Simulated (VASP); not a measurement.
# Cs (Im-3m) in VASP: notebook

The runs below take Cs through single point, with LDA.

All numbers are computed with VASP 6.6.1; they aren't measurements. Logs are shortened: lines on timing, memory, paths and dates and some standing lists are left out, and cuts for length are marked.

## Step 1: The cell of the first run

The structure is cubic, space group Im-3m (No. 229). Conventional cell: a = 5.768 Å, b = 5.768 Å, c = 5.768 Å, α = 90.00°, β = 90.00°, γ = 90.00°.

## Step 2: Single point, LDA

Contents of INCAR:

```
SYSTEM = Cs
PREC = Accurate
ENCUT = 520
EDIFF = 1E-6
ISMEAR = -1
SIGMA = 0.1
LREAL = .False.
LASPH = .True.
NELM = 80
ALGO = Normal
ISIF = 2
LWAVE = .False.
LCHARG = .False.
NBANDS = 10
```

Contents of KPOINTS:

```
Automatic mesh
0
Gamma
  8 8 8
  0 0 0
```

Contents of POSCAR:

```
Cs
1.0
   -2.8840810378      2.8840810378      2.8840810378
    2.8840810378     -2.8840810378      2.8840810378
    2.8840810378      2.8840810378     -2.8840810378
Cs
1
Direct
    0.0000000000      0.0000000000      0.0000000000
```

Potentials or basis: VASP PAW LDA potentials, release 64 (Cs_sv).

Launch:

```
$ cat potpaw_LDA.64/Cs_sv/POTCAR > POTCAR
$ mpirun -np 1 vasp_std > vasp.out
```

OUTCAR:

```text
SYSTEM = Cs
   PREC = Accurate
   ENCUT = 520
   EDIFF = 1E-6
   ISMEAR = -1
   LREAL = .False.
   LASPH = .True.
   NELM = 80
   ISIF = 2

 ion  position               nearest neighbor table
   1  0.000  0.000  0.000-

  LATTYP: Found a body centered cubic cell.
 ALAT       =     5.7681620756

  Lattice vectors:

 A1 = (  -2.8840810378,   2.8840810378,   2.8840810378)
 A2 = (   2.8840810378,  -2.8840810378,   2.8840810378)
 A3 = (   2.8840810378,   2.8840810378,  -2.8840810378)

Analysis of symmetry for initial positions (statically):
=====================================================================
 Subroutine PRICEL returns:
 Original cell was already a primitive cell.

 Routine SETGRP: Setting up the symmetry group for a
 body centered cubic supercell.

 Subroutine GETGRP returns: Found 48 space group operations
[... 9 lines left out ...]

 Routine SETGRP: Setting up the symmetry group for a
 body centered cubic supercell.

 Subroutine GETGRP returns: Found 48 space group operations
 (whereof 48 operations were pure point group operations)
 out of a pool of 48 trial point group operations.

The dynamic configuration has the point symmetry O_h .

 Subroutine INISYM returns: Found 48 space group operations
 (whereof 48 operations are pure point group operations),
 and found     1 'primitive' translations

----------------------------------------------------------------------------------------

                                     Primitive cell

  volume of cell :      95.9583

  direct lattice vectors                    reciprocal lattice vectors
    -2.884081038  2.884081038  2.884081038     0.000000000  0.173365448  0.173365448
     2.884081038 -2.884081038  2.884081038     0.173365448  0.000000000  0.173365448
     2.884081038  2.884081038 -2.884081038     0.173365448  0.173365448  0.000000000

  length of vectors
     4.995374891  4.995374891  4.995374891     0.245175767  0.245175767  0.245175767

  position of ions in fractional coordinates (direct lattice)
     0.000000000  0.000000000  0.000000000

  ion indices of the primitive-cell ions
   primitive index   ion index
                 1           1

----------------------------------------------------------------------------------------

 KPOINTS: Automatic mesh

Automatic generation of k-mesh.
 Grid dimensions read from file:
 generate k-points for:    8    8    8

 Generating k-lattice:

  Cartesian coordinates                     Fractional coordinates (reciprocal lattice)
     0.000000000  0.021670681  0.021670681     0.125000000  0.000000000  0.000000000
     0.021670681  0.000000000  0.021670681     0.000000000  0.125000000  0.000000000
     0.021670681  0.021670681  0.000000000     0.000000000  0.000000000  0.125000000

  Length of vectors
     0.030646971  0.030646971  0.030646971

  Shift w.r.t. Gamma in fractional coordinates (k-lattice)
     0.000000000  0.000000000  0.000000000

 Subroutine IBZKPT returns following result:
 ===========================================

 Found     29 irreducible k-points:

 Following reciprocal coordinates:
            Coordinates               Weight
  0.000000  0.000000  0.000000      1.000000
  0.125000  0.000000  0.000000     12.000000
  0.250000  0.000000  0.000000     12.000000
  0.375000  0.000000  0.000000     12.000000
  0.500000  0.000000  0.000000      6.000000
  0.125000  0.125000  0.000000     24.000000
[... 16 lines left out ...]
 -0.250000  0.250000  0.250000      6.000000
 -0.375000  0.375000  0.250000     24.000000
 [... further k-points ...]
   k-points           NKPTS =     29   k-points in BZ     NKDIM =     29   number of bands    NBANDS=     10
   number of dos      NEDOS =    301   number of ions     NIONS =      1
   total plane-waves  NPLWV =  64000
   dimension x,y,z NGX =    40 NGY =   40 NGZ =   40
   dimension x,y,z NGXF=    80 NGYF=   80 NGZF=   80
   ions per type =               1
   NGX,Y,Z   is equivalent  to a cutoff of  13.31, 13.31, 13.31 a.u.
   NGXF,Y,Z  is equivalent  to a cutoff of  26.62, 26.62, 26.62 a.u.
 SYSTEM =  Cs
   PREC   = accura    normal or accurate (medium, high low for compatibility)
   ISTART =      0    job   : 0-new  1-cont  2-samecut
   ICHARG =      2    charge: 1-file 2-atom 10-const
   ISPIN  =      1    spin polarized calculation?
   LNONCOLLINEAR =      F non collinear calculations
   LSORBIT =      F    spin-orbit coupling
   LASPH  =      T    aspherical Exc in radial PAW
   ENCUT  =  520.0 eV  38.22 Ry    6.18 a.u.   9.29  9.29  9.29*2*pi/ulx,y,z
   NELM   =     80;   NELMIN=  2; NELMDL= -5     # of ELM steps
   EDIFF  = 0.1E-05   stopping-criterion for ELM
   LREAL  =      F    real-space projection
   EDIFFG = 0.1E-04   stopping-criterion for IOM
   NSW    =      0    number of steps for IOM
   IBRION =     -1    ionic relax: 0-MD 1-quasi-New 2-CG
   NFREE  =      0    steps in history (QN), initial steepest desc. (CG)
   ISIF   =      2    stress and relaxation
   ISYM   =      2    0-nonsym 1-usesym 2-fastsym
   POTIM  = 0.5000    time-step for ionic-motion
   TEBEG  =    0.0;   TEEND  =   0.0 temperature during run
   PSTRESS=    0.0 pullay stress
   NELECT =       9.0000    total number of electrons
   NUPDOWN=      -1.0000    fix difference up-down
   EMIN   =  10.00;   EMAX   =-10.00  energy-range for DOS
   EFERMI =   0.00;   METHOD = LEGACY
   ISMEAR =    -1;   SIGMA  =   0.10  broadening in eV -4-tet -1-fermi 0-gaus
   EFERMI_NEDOS =   21; number of points for ismear=-14 and -15
   IALGO  =     38    algorithm
   IMIX   =      4    mixing-type and parameters
     AMIX     =   0.40;   BMIX     =  1.00
     AMIX_MAG =   1.60;   BMIX_MAG =  1.00
  volume/ion in A,a.u.               =      95.96       647.56
  Fermi-wavevector in a.u.,A,eV,Ry     =   0.743809  1.405596  7.527452  0.553252
  Thomas-Fermi vector in A             =   1.839012
   LORBIT       =      0    0 simple, 1 ext, 2 COOP (PROOUT), +10 PAW based schemes
   GGA     = CA    functional components
   LHFCALC =     F    Hartree Fock is set to
   AEXX    =    0.0000 exact exchange contribution
   IVDW    =     0    specifies the selected vdW correction
   LEPSILON=     F    determine dielectric tensor
   LRPA    =     F    only Hartree local field effects (RPA)
 non-spin polarized calculation
  energy-cutoff  :      520.00
  volume of cell :       95.96
 maximum number of plane-waves:      2616
 NGX is ok and might be reduce to    40
   NGX = 19   NGY = 19   NGZ = 19

 number of electron       8.9999998 magnetization

 Free energy of the ion-electron system (eV)
  ---------------------------------------------------
  ext. energy  EPLUGINS =         0.00000000
  ---------------------------------------------------
  free energy    TOTEN  =        -1.01316035 eV

  energy without entropy =       -0.97011844  energy(sigma->0) =       -0.99163939

 E-fermi :   0.7670     XC(G=0):  -6.0283

 val. band max:        0.7642262487   @ k =   0.3750   0.1250   0.0000
 cond. band min:       0.8366035875   @ k =   0.2500   0.2500   0.0000
 fundamental gap:      0.0723773388
 Fermi energy:         0.7669908025

 k-point     1 :       0.0000    0.0000    0.0000
  band No.  band energies     occupation
      1     -22.9537      2.00000
      2      -9.6486      2.00000
      3      -9.6486      2.00000
      4      -9.6486      2.00000
      5      -1.0972      2.00000
      6       3.2991      0.00000
      7       3.2991      0.00000
      8       3.2991      0.00000
      9       4.3432      0.00000
     10       4.3432      0.00000

 k-point     2 :       0.1250    0.0000    0.0000
  band No.  band energies     occupation
      1     -22.9514      2.00000
      2      -9.6885      2.00000
      3      -9.6610      2.00000
      4      -9.6488      2.00000
      5      -0.8884      2.00000
      6       3.1000      0.00000
      7       3.1138      0.00000
      8       3.5124      0.00000
      9       4.0974      0.00000
     10       4.3135      0.00000

 k-point     3 :       0.2500    0.0000    0.0000
  band No.  band energies     occupation
      1     -22.9457      2.00000
      2      -9.7815      2.00000
      3      -9.6906      2.00000
      4      -9.6493      2.00000
      5      -0.3284      1.99997
      6       2.5352      0.00000
      7       2.7289      0.00000
      8       4.1347      0.00000
      9       4.1597      0.00000
     10       4.3462      0.00000

 k-point     4 :       0.3750    0.0000    0.0000
  band No.  band energies     occupation
      1     -22.9400      2.00000
      2      -9.8703      2.00000
      3      -9.7197      2.00000
      4      -9.6498      2.00000
      5       0.3572      1.96734
      6       2.0755      0.00000
      7       2.4433      0.00000
      8       4.2894      0.00000
      9       4.5764      0.00000
     10       5.1084      0.00000

 k-point     5 :       0.5000    0.0000    0.0000
  band No.  band energies     occupation
      1     -22.9377      2.00000
      2      -9.9060      2.00000
      3      -9.7317      2.00000
      4      -9.6500      2.00000
      5       0.6994      1.32550
      6       1.9421      0.00002
      7       2.3406      0.00000
      8       4.2036      0.00000
      9       4.8602      0.00000
     10       5.5624      0.00000

 k-point     6 :       0.1250    0.1250    0.0000
  band No.  band energies     occupation
      1     -22.9474      2.00000
      2      -9.7523      2.00000
      3      -9.6756      2.00000
      4      -9.6581      2.00000
      5      -0.5002      1.99999
      6       2.7216      0.00000
      7       2.8138      0.00000
      8       3.9276      0.00000
      9       3.9354      0.00000
     10       4.5073      0.00000
[... 183 lines left out ...]
 k-point    21 :      -0.3750   -0.3750    0.1250
  band No.  band energies     occupation
      1     -22.9332      2.00000
      2      -9.8345      2.00000
      3      -9.8345      2.00000
      4      -9.6986      2.00000
      5       1.6659      0.00025
      6       1.6659      0.00025
      7       1.8617      0.00004
      8       4.2508      0.00000
      9       4.2508      0.00000
     10       5.0360      0.00000

 k-point    22 :       0.2500    0.2500    0.2500
  band No.  band energies     occupation
      1     -22.9367      2.00000
      2      -9.7766      2.00000
      3      -9.7766      2.00000
      4      -9.7766      2.00000
      5       1.8362      0.00005
      6       1.8362      0.00005
      7       1.8362      0.00005
      8       3.5797      0.00000
      9       4.9537      0.00000
     10       4.9537      0.00000

 k-point    23 :      -0.2500    0.2500    0.2500
  band No.  band energies     occupation
      1     -22.9386      2.00000
      2      -9.7864      2.00000
      3      -9.7360      2.00000
      4      -9.7360      2.00000
      5       0.3453      1.97093
      6       2.2732      0.00000
      7       3.1185      0.00000
      8       3.1185      0.00000
      9       4.1708      0.00000
     10       4.4607      0.00000

 k-point    24 :      -0.3750    0.3750    0.2500
  band No.  band energies     occupation
      1     -22.9337      2.00000
      2      -9.8401      2.00000
      3      -9.7675      2.00000
      4      -9.7437      2.00000
      5       0.9472      0.28311
      6       1.8122      0.00006
      7       3.1099      0.00000
      8       3.1662      0.00000
      9       4.1612      0.00000
     10       4.9119      0.00000

 [... further k-points ...]
[... 5 lines left out ...]
  --------------------------------------------------------------------------------------
  -------------------------------------------------------------------------------------
  Total       -0.0110550     -0.0110550     -0.0110550     -0.0000000     -0.0000000     -0.0000000
  in kB       -0.1845802     -0.1845802     -0.1845802     -0.0000000     -0.0000000     -0.0000000
  external PRESSURE =      -0.1845802 kB  Pullay stress =       0.0000000 kB

 VOLUME and BASIS-vectors are now :
 -----------------------------------------------------------------------------
  energy-cutoff  :      520.00
  volume of cell :       95.96
      direct lattice vectors                 reciprocal lattice vectors
    -2.884081038  2.884081038  2.884081038     0.000000000  0.173365448  0.173365448
     2.884081038 -2.884081038  2.884081038     0.173365448  0.000000000  0.173365448
     2.884081038  2.884081038 -2.884081038     0.173365448  0.173365448  0.000000000

 POSITION                                       TOTAL-FORCE (eV/Angst)
 -----------------------------------------------------------------------------------
      0.00000      0.00000      0.00000        -0.000000      0.000000      0.000000
 -----------------------------------------------------------------------------------
    total drift:                               -0.000000     -0.000000     -0.000000

  FREE ENERGIE OF THE ION-ELECTRON SYSTEM (eV)
  ---------------------------------------------------
  free  energy   TOTEN  =        -1.0131603477 eV

  energy  without entropy=       -0.9701184361  energy(sigma->0) =       -0.99163939
```

Wall time 14 s (1 thread of Intel Xeon 6975P-C, shared host); peak memory 0.19 GiB.

What came out:

```
Free energy : -1.0132 eV
Pressure    : 0.0 GPa
```

Caveat: spin-orbit coupling is left out, which moves the levels of the heavy elements.

## Step 3: Single point, LDA

Contents of INCAR:

```
SYSTEM = Cs
ALGO = Normal
EDIFF = 1E-6
ENCUT = 520
GGA = CA
ISIF = 2
ISMEAR = -1
LASPH = .True.
LCHARG = .True.
LELF = .True.
LREAL = .False.
LVHAR = .True.
LWAVE = .False.
NBANDS = 10
NELM = 60
PREC = Accurate
SIGMA = 0.1
```

Contents of KPOINTS:

```
k-points
0
Gamma
  8 8 8
  0 0 0
```

POSCAR is that of step 2.

Potentials or basis: VASP PAW LDA potentials, release 64 (Cs_sv).

Launch:

```
$ cat potpaw_LDA.64/Cs_sv/POTCAR > POTCAR
$ mpirun -np 1 vasp_std > vasp.out
```

It took 18 s on 1 thread of Intel Xeon 6975P-C, shared host; peak memory 0.19 GiB.

It converged, with:

| Quantity | Value |
| --- | --- |
| Free energy | -1.0132 eV |
| Pressure | 0.0 GPa |

Levels at points of the mesh, in eV from the Fermi level:
```
           k point  band 3  band 4  band 5  band 6  band 7  band 8
(0.00, 0.00, 0.00)  -10.42  -10.42   -1.86    2.53    2.53    2.53
(0.50, 0.00, 0.00)  -10.50  -10.42   -0.07    1.18    1.57    3.44
(0.50, 0.50, 0.50)  -10.59  -10.59    0.50    0.50    3.53    3.53
```

Caveat: spin-orbit coupling is left out, which moves the levels of the heavy elements.

## Step 4: Single point, LDA

Contents of INCAR:

```
PREC = Accurate
ENCUT = 520
EDIFF = 1E-6
ISMEAR = -1
SIGMA = 0.1
LREAL = False
LASPH = True
NELM = 80
ALGO = Normal
ISIF = 2
LWAVE = False
LCHARG = False
GGA = CA
NBANDS = 10
```

Contents of KPOINTS:

```
regular mesh
0
Gamma
  8 8 8
```

POSCAR is that of step 3.

Launch:

```
$ cat potpaw_LDA.64/Cs_sv/POTCAR > POTCAR
$ mpirun -np 1 vasp_std > vasp.out
```

It took 17 s on 1 thread of Intel Xeon 6975P-C, shared host; peak memory 0.19 GiB.

The run converged. Its results:

* Free energy: -1.0132 eV
* Pressure: 0.0 GPa

Levels at points of the mesh, in eV from the Fermi level:
```csv
k point,band 3,band 4,band 5,band 6,band 7,band 8
"(0.00, 0.00, 0.00)",-10.42,-10.42,-1.86,2.53,2.53,2.53
"(0.50, 0.00, 0.00)",-10.50,-10.42,-0.07,1.18,1.57,3.44
"(0.50, 0.50, 0.50)",-10.59,-10.59,0.50,0.50,3.53,3.53
```

Caveat: spin-orbit coupling is left out, which moves the levels of the heavy elements.

## Step 5: Single point, LDA

Contents of INCAR:

```
PREC = Accurate ; ENCUT = 520
EDIFF = 1E-6 ; ISMEAR = -1
SIGMA = 0.1 ; LREAL = False
LASPH = True ; NELM = 80
ALGO = Normal ; ISIF = 2
LWAVE = False ; LCHARG = True
LELF = True ; LVHAR = True
NBANDS = 10
```

KPOINTS is that of step 4.

POSCAR is that of step 4.

Launch:

```
$ cat potpaw_LDA.64/Cs_sv/POTCAR > POTCAR
$ mpirun -np 1 vasp_std > vasp.out
```

Run time: 20 s. Hardware: 1 thread of Intel Xeon 6975P-C, shared host; peak memory 0.19 GiB.

Results (log left out):

```yaml
Free_energy: -1.0132 eV
Pressure: 0.0 GPa
```

Levels at points of the mesh, in eV from the Fermi level:
```
           k point  band 1  band 2  band 3  band 4  band 5  band 6  band 7  band 8  band 9  band 10
(0.00, 0.00, 0.00)  -23.72  -10.42  -10.42  -10.42   -1.86    2.53    2.53    2.53    3.58     3.58
(0.50, 0.00, 0.00)  -23.70  -10.67  -10.50  -10.42   -0.07    1.18    1.57    3.44    4.09     4.80
(0.50, 0.50, 0.50)  -23.69  -10.59  -10.59  -10.59    0.50    0.50    3.53    3.53    3.53     4.87
```

Caveat: spin-orbit coupling is left out, which moves the levels of the heavy elements.

(Continued in part 2 of 2.)
